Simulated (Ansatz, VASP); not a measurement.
C: VASP beside Ansatz

```
CELL_PARAMETERS angstrom
1.67594 0.00000 0.00000
0.00000 1.67594 0.00000
0.00000 0.00000 1.67594
ATOMIC_POSITIONS crystal
C 0.00000 0.00000 0.00000
```

Change from the starting cell: volume scaled by 0.84, LAPW.

Alike in both runs: task single point; functional PBE; k mesh 20 × 20 × 20; occupations fermi-dirac, width 0.08 eV; no spin polarisation.

|  | VASP | Ansatz |
| --- | --- | --- |
| version | VASP 6.6.1 | Ansatz 0.2.0 |
| potentials or method | VASP PAW PBE potentials, release 64 (C), cutoff 520 eV | all-electron LAPW, scalar-relativistic |

Ansatz gave:

* pressure (GPa): 74.7

Task: Estimate VASP's values.

Result: Pressure (GPa): 75.1.

Both programs put the cell under a high pressure, so it lies far from rest at this level. Ansatz ran all-electron here, and VASP with PAW potentials.

Noted on VASP's run: the cell as given lies far from equilibrium.
